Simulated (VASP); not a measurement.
Ca, 1 atom in the cell. Symmetry: Fm-3m, No. 225, cubic system. Conventional cell: a = 5.662 Å, b = 5.662 Å, c = 5.662 Å, α = 90.00°, β = 90.00°, γ = 90.00°. Within 5.3 Å of Ca (site symmetry m-3m) lie 12 Ca at 4.00 Å. 

* Program: VASP 6.6.1
* Task: single point
* Functional: PBE
* Potentials or basis: VASP PAW PBE potentials, release 64 (Ca_sv)
* Cutoff: 520 eV
* k mesh: 8 × 8 × 8
* Occupations: fermi-dirac, width 0.05 eV
* Spin: no spin polarisation
* Dipole correction: no
* Further INCAR settings: ALGO = Normal; EDIFF = 1e-06; NBANDS = 11

Potentials or basis: VASP PAW PBE potentials, release 64 (Ca_sv).

The run is started by

```console
$ cat potpaw_PBE.64/Ca_sv/POTCAR > POTCAR
$ mpirun -np 1 vasp_std > vasp.out
```

Hardware: 1 thread of AMD EPYC 7R13 (shared host).

Q: How long does it take, and how much memory?

A: Wall time 19 s on 1 thread of AMD EPYC 7R13, with other jobs on the host, peak memory 0.14 GiB. Counts: scf iterations 11, k points 29.
